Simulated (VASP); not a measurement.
# H6PtC2 (Fm-3m) in VASP: single point with PBE

Aim: the single point of H6PtC2 with PBE.

All numbers are computed with VASP 6.6.1; they aren't measurements. Logs are shortened: lines on timing, memory, paths and dates and some standing lists are left out, and cuts for length are marked.

### Step 1. The cell of the first run

Symmetry: Fm-3m, No. 225, cubic system. The conventional cell has a = 6.910 Å, b = 6.910 Å, c = 6.910 Å, α = 90.00°, β = 90.00°, γ = 90.00°. H (site symmetry 4mm) has 1 Pt at 1.73 Å within 2.3 Å. Within 2.3 Å of Pt (site symmetry m-3m) lie 6 H at 1.73 Å. Within 3.2 Å of C (site symmetry -43m) lie 12 H at 2.44 Å and 4 Pt at 2.99 Å.

### Step 2. Single point, PBE

INCAR

```
SYSTEM = H6PtC2
ALGO     = Normal         ! electronic algorithm
EDIFF    = 1E-6           ! SCF threshold, eV
ENCUT    = 600            ! plane-wave cutoff, eV
GGA      = PE             ! functional
GGA_COMPAT= .False.      
ISIF     = 2              ! what is computed and relaxed
ISMEAR   = 0              ! smearing method
LASPH    = .True.         ! aspherical terms in the spheres
LCHARG   = .False.        ! write CHGCAR
LREAL    = .False.        ! projectors in reciprocal space
LWAVE    = .False.        ! write WAVECAR
NBANDS   = 22             ! bands
NELM     = 120            ! most SCF steps
PREC     = Accurate       ! precision mode
SIGMA    = 0.1            ! smearing width, eV
```

KPOINTS

```
k-points
0
Gamma
  4 4 4
  0 0 0
```

POSCAR

```
H6PtC2
1.0
    0.0000000000      3.4548328700      3.4548328700
    3.4548328700      0.0000000000      3.4548328700
    3.4548328700      3.4548328700      0.0000000000
H Pt C
6 1 2
Direct
    0.2505210000      0.2505210000      0.7494790000
    0.7494790000      0.2505210000      0.7494790000
    0.2505210000      0.7494790000      0.7494790000
    0.7494790000      0.7494790000      0.2505210000
    0.2505210000      0.7494790000      0.2505210000
    0.7494790000      0.2505210000      0.2505210000
    0.0000000000      0.0000000000      0.0000000000
    0.7500000000      0.7500000000      0.7500000000
    0.2500000000      0.2500000000      0.2500000000
```

Potentials or basis: VASP PAW PBE potentials, release 64 (H, Pt, C).

The run is started by

```console
> cat potpaw_PBE.64/H/POTCAR potpaw_PBE.64/Pt/POTCAR potpaw_PBE.64/C/POTCAR > POTCAR
> mpirun -np 1 vasp_std > vasp.out
```

OUTCAR:

```text
SYSTEM = H6PtC2
   EDIFF = 1E-6
   ENCUT = 600
   GGA = PE
   ISIF = 2
   ISMEAR = 0
   LASPH = .True.
   LREAL = .False.
   NELM = 120
   PREC = Accurate

 ion  position               nearest neighbor table
   1  0.251  0.251  0.749-   7 1.73
   2  0.749  0.251  0.749-   7 1.73
   3  0.251  0.749  0.749-   7 1.73
   4  0.749  0.749  0.251-   7 1.73
   5  0.251  0.749  0.251-   7 1.73
   6  0.749  0.251  0.251-   7 1.73
   7  0.000  0.000  0.000-   1 1.73   2 1.73   3 1.73   4 1.73   5 1.73   6 1.73
   8  0.750  0.750  0.750-
   9  0.250  0.250  0.250-

  LATTYP: Found a face centered cubic cell.
 ALAT       =     6.9096657400

  Lattice vectors:

 A1 = (   0.0000000000,   3.4548328700,   3.4548328700)
 A2 = (   3.4548328700,   0.0000000000,   3.4548328700)
 A3 = (   3.4548328700,   3.4548328700,   0.0000000000)

Analysis of symmetry for initial positions (statically):
=====================================================================
 Subroutine PRICEL returns:
 Original cell was already a primitive cell.

 Routine SETGRP: Setting up the symmetry group for a
 face centered cubic supercell.

 Subroutine GETGRP returns: Found 48 space group operations
 (whereof 48 operations were pure point group operations)
 out of a pool of 48 trial point group operations.

The static configuration has the point symmetry O_h .

Analysis of symmetry for dynamics (positions and initial velocities):
=====================================================================
 Subroutine PRICEL returns:
 Original cell was already a primitive cell.

 Routine SETGRP: Setting up the symmetry group for a
 face centered cubic supercell.

 Subroutine GETGRP returns: Found 48 space group operations
 (whereof 48 operations were pure point group operations)
 out of a pool of 48 trial point group operations.

The dynamic configuration has the point symmetry O_h .

 Subroutine INISYM returns: Found 48 space group operations
 (whereof 48 operations are pure point group operations),
 and found     1 'primitive' translations

----------------------------------------------------------------------------------------

                                     Primitive cell

  volume of cell :      82.4729

  direct lattice vectors                    reciprocal lattice vectors
     0.000000000  3.454832870  3.454832870    -0.144724801  0.144724801  0.144724801
     3.454832870  0.000000000  3.454832870     0.144724801 -0.144724801  0.144724801
     3.454832870  3.454832870  0.000000000     0.144724801  0.144724801 -0.144724801

  length of vectors
     4.885871500  4.885871500  4.885871500     0.250670709  0.250670709  0.250670709

  position of ions in fractional coordinates (direct lattice)
     0.250521000  0.250521000  0.749479000
     0.749479000  0.250521000  0.749479000
     0.250521000  0.749479000  0.749479000
     0.749479000  0.749479000  0.250521000
     0.250521000  0.749479000  0.250521000
     0.749479000  0.250521000  0.250521000
     0.000000000  0.000000000  0.000000000
     0.750000000  0.750000000  0.750000000
     0.250000000  0.250000000  0.250000000

  ion indices of the primitive-cell ions
   primitive index   ion index
                 1           1
                 2           2
                 3           3
                 4           4
                 5           5
                 6           6
                 7           7
                 8           8
                 9           9

----------------------------------------------------------------------------------------

 KPOINTS: k-points

Automatic generation of k-mesh.
 Grid dimensions read from file:
 generate k-points for:    4    4    4

 Generating k-lattice:

  Cartesian coordinates                     Fractional coordinates (reciprocal lattice)
    -0.036181200  0.036181200  0.036181200     0.250000000  0.000000000  0.000000000
     0.036181200 -0.036181200  0.036181200     0.000000000  0.250000000  0.000000000
     0.036181200  0.036181200 -0.036181200     0.000000000  0.000000000  0.250000000

  Length of vectors
     0.062667677  0.062667677  0.062667677

  Shift w.r.t. Gamma in fractional coordinates (k-lattice)
     0.000000000  0.000000000  0.000000000

 Subroutine IBZKPT returns following result:
 ===========================================

 Found      8 irreducible k-points:

 Following reciprocal coordinates:
            Coordinates               Weight
  0.000000  0.000000  0.000000      1.000000
  0.250000  0.000000  0.000000      8.000000
  0.500000  0.000000  0.000000      4.000000
  0.250000  0.250000  0.000000      6.000000
  0.500000  0.250000  0.000000     24.000000
 -0.250000  0.250000  0.000000     12.000000
  0.500000  0.500000  0.000000      3.000000
 -0.250000  0.500000  0.250000      6.000000
   k-points           NKPTS =      8   k-points in BZ     NKDIM =      8   number of bands    NBANDS=     22
   number of dos      NEDOS =    301   number of ions     NIONS =      9
   total plane-waves  NPLWV =  64000
   dimension x,y,z NGX =    40 NGY =   40 NGZ =   40
   dimension x,y,z NGXF=    80 NGYF=   80 NGZF=   80
   ions per type =               6   1   2
   NGX,Y,Z   is equivalent  to a cutoff of  13.61, 13.61, 13.61 a.u.
   NGXF,Y,Z  is equivalent  to a cutoff of  27.22, 27.22, 27.22 a.u.
 SYSTEM =  H6PtC2
   PREC   = accura    normal or accurate (medium, high low for compatibility)
   ISTART =      0    job   : 0-new  1-cont  2-samecut
   ICHARG =      2    charge: 1-file 2-atom 10-const
   ISPIN  =      1    spin polarized calculation?
   LNONCOLLINEAR =      F non collinear calculations
   LSORBIT =      F    spin-orbit coupling
   LASPH  =      T    aspherical Exc in radial PAW
   ENCUT  =  600.0 eV  44.10 Ry    6.64 a.u.   9.76  9.76  9.76*2*pi/ulx,y,z
   NELM   =    120;   NELMIN=  2; NELMDL= -5     # of ELM steps
   EDIFF  = 0.1E-05   stopping-criterion for ELM
   LREAL  =      F    real-space projection
   EDIFFG = 0.1E-04   stopping-criterion for IOM
   NSW    =      0    number of steps for IOM
   IBRION =     -1    ionic relax: 0-MD 1-quasi-New 2-CG
   NFREE  =      0    steps in history (QN), initial steepest desc. (CG)
   ISIF   =      2    stress and relaxation
   ISYM   =      2    0-nonsym 1-usesym 2-fastsym
   POTIM  = 0.5000    time-step for ionic-motion
   TEBEG  =    0.0;   TEEND  =   0.0 temperature during run
   PSTRESS=    0.0 pullay stress
   NELECT =      24.0000    total number of electrons
   NUPDOWN=      -1.0000    fix difference up-down
   EMIN   =  10.00;   EMAX   =-10.00  energy-range for DOS
   EFERMI =   0.00;   METHOD = LEGACY
   ISMEAR =     0;   SIGMA  =   0.10  broadening in eV -4-tet -1-fermi 0-gaus
   EFERMI_NEDOS =   21; number of points for ismear=-14 and -15
   IALGO  =     38    algorithm
   IMIX   =      4    mixing-type and parameters
     AMIX     =   0.40;   BMIX     =  1.00
     AMIX_MAG =   1.60;   BMIX_MAG =  1.00
  volume/ion in A,a.u.               =       9.16        61.84
  Fermi-wavevector in a.u.,A,eV,Ry     =   1.084863  2.050094 16.013072  1.176928
  Thomas-Fermi vector in A             =   2.220963
   LORBIT       =      0    0 simple, 1 ext, 2 COOP (PROOUT), +10 PAW based schemes
   GGA     = PE    functional components
   LHFCALC =     F    Hartree Fock is set to
   AEXX    =    0.0000 exact exchange contribution
   IVDW    =     0    specifies the selected vdW correction
   LEPSILON=     F    determine dielectric tensor
   LRPA    =     F    only Hartree local field effects (RPA)
 non-spin polarized calculation
 Gauss-broadening in eV      SIGMA  =   0.10
  energy-cutoff  :      600.00
  volume of cell :       82.47
 maximum number of plane-waves:      2786
 NGX is ok and might be reduce to    40
   NGX = 19   NGY = 19   NGZ = 19

 number of electron      24.0000003 magnetization

 Free energy of the ion-electron system (eV)
  ---------------------------------------------------
  ext. energy  EPLUGINS =         0.00000000
  ---------------------------------------------------
  free energy    TOTEN  =       -28.76846365 eV

  energy without entropy =      -28.72574761  energy(sigma->0) =      -28.74710563

 E-fermi :   1.9340     XC(G=0):  -9.5361

 val. band max:        1.9109607915   @ k =   0.2500   0.2500   0.0000
 cond. band min:       2.0067128257   @ k =   0.5000   0.2500   0.0000
 fundamental gap:      0.0957520342
 Fermi energy:         1.9339625685

 k-point     1 :       0.0000    0.0000    0.0000
  band No.  band energies     occupation
      1      -9.6113      2.00000
      2      -6.7215      2.00000
      3      -4.2888      2.00000
      4      -4.2888      2.00000
      5      -2.4100      2.00000
      6      -2.4100      2.00000
[... 14 lines left out ...]
     21      13.0949      0.00000
     22      13.0949      0.00000

 k-point     2 :       0.2500    0.0000    0.0000
  band No.  band energies     occupation
      1      -9.1727      2.00000
      2      -7.0772      2.00000
      3      -4.4138      2.00000
      4      -4.4138      2.00000
      5      -3.3381      2.00000
      6      -2.3150      2.00000
[... 14 lines left out ...]
     21      11.4478      0.00000
     22      13.8520      0.00000

 k-point     3 :       0.5000    0.0000    0.0000
  band No.  band energies     occupation
      1      -8.2466      2.00000
      2      -7.8868      2.00000
      3      -4.5394      2.00000
      4      -4.5394      2.00000
      5      -4.2188      2.00000
      6      -2.5102      2.00000
[... 14 lines left out ...]
     21      10.1631      0.00000
     22      13.6307      0.00000
[... 76 lines left out ...]
 k-point     7 :       0.5000    0.5000    0.0000
  band No.  band energies     occupation
      1      -8.0325      2.00000
      2      -7.3733      2.00000
      3      -5.9172      2.00000
      4      -4.4467      2.00000
      5      -4.1671      2.00000
      6      -2.5553      2.00000
[... 14 lines left out ...]
     21      11.7309      0.00000
     22      12.0144      0.00000

 k-point     8 :      -0.2500    0.5000    0.2500
  band No.  band energies     occupation
      1      -7.7382      2.00000
      2      -7.7382      2.00000
      3      -5.4355      2.00000
      4      -5.1790      2.00000
      5      -4.2485      2.00000
      6      -2.2638      2.00000
[... 14 lines left out ...]
     21      12.1989      0.00000
     22      12.3880      0.00000

------------------------ aborting loop because EDIFF is reached ----------------------------------------

  FORCE on cell =-STRESS in cart. coord.  units (eV):
  Direction    XX          YY          ZZ          XY          YZ          ZX
  --------------------------------------------------------------------------------------
  -------------------------------------------------------------------------------------
  Total       -6.6807254     -6.6807254     -6.6807254     -0.0000000      0.0000000      0.0000000
  in kB     -129.7845755   -129.7845755   -129.7845755     -0.0000000      0.0000000      0.0000000
  external PRESSURE =    -129.7845755 kB  Pullay stress =       0.0000000 kB

 VOLUME and BASIS-vectors are now :
 -----------------------------------------------------------------------------
  energy-cutoff  :      600.00
  volume of cell :       82.47
      direct lattice vectors                 reciprocal lattice vectors
     0.000000000  3.454832870  3.454832870    -0.144724801  0.144724801  0.144724801
     3.454832870  0.000000000  3.454832870     0.144724801 -0.144724801  0.144724801
     3.454832870  3.454832870  0.000000000     0.144724801  0.144724801 -0.144724801

 POSITION                                       TOTAL-FORCE (eV/Angst)
 -----------------------------------------------------------------------------------
      3.45483      3.45483      1.73102         0.000000     -0.000000     -0.526207
      3.45483      5.17865      3.45483         0.000000      0.526207     -0.000000
      5.17865      3.45483      3.45483         0.526207     -0.000000     -0.000000
      3.45483      3.45483      5.17865         0.000000     -0.000000      0.526207
      3.45483      1.73102      3.45483         0.000000     -0.526207     -0.000000
      1.73102      3.45483      3.45483        -0.526207     -0.000000     -0.000000
      0.00000      0.00000      0.00000         0.000000     -0.000000     -0.000000
      5.18225      5.18225      5.18225         0.000000     -0.000000     -0.000000
      1.72742      1.72742      1.72742         0.000000      0.000000      0.000000
 -----------------------------------------------------------------------------------
    total drift:                               -0.000000     -0.000000      0.000000

  FREE ENERGIE OF THE ION-ELECTRON SYSTEM (eV)
  ---------------------------------------------------
  free  energy   TOTEN  =       -28.7684636496 eV

  energy  without entropy=      -28.7257476114  energy(sigma->0) =      -28.74710563
```

It used 44 s of CPU time on 1 thread of AMD EPYC 7R13 Processor (Zen 3), with other jobs on the host.

What came out:

```
Free energy            : -28.7685 eV
Pressure               : -13.0 GPa
Largest force          : 0.526 eV/Å
Band gap on the k mesh : zero (band 12 reaches 2.06 eV, above the bottom of band 13 at 1.53 eV)
```

Forces on the atoms (eV/Å):
```
H    0.000  0.000 -0.526
H    0.000  0.526  0.000
H    0.526  0.000  0.000
H    0.000  0.000  0.526
H    0.000 -0.526  0.000
H   -0.526  0.000  0.000
Pt   0.000  0.000  0.000
C    0.000  0.000  0.000
C    0.000  0.000  0.000
```

Caveat: the k points lie up to 0.39 Å⁻¹ apart; spin-orbit coupling is left out, which moves the levels of the heavy elements.
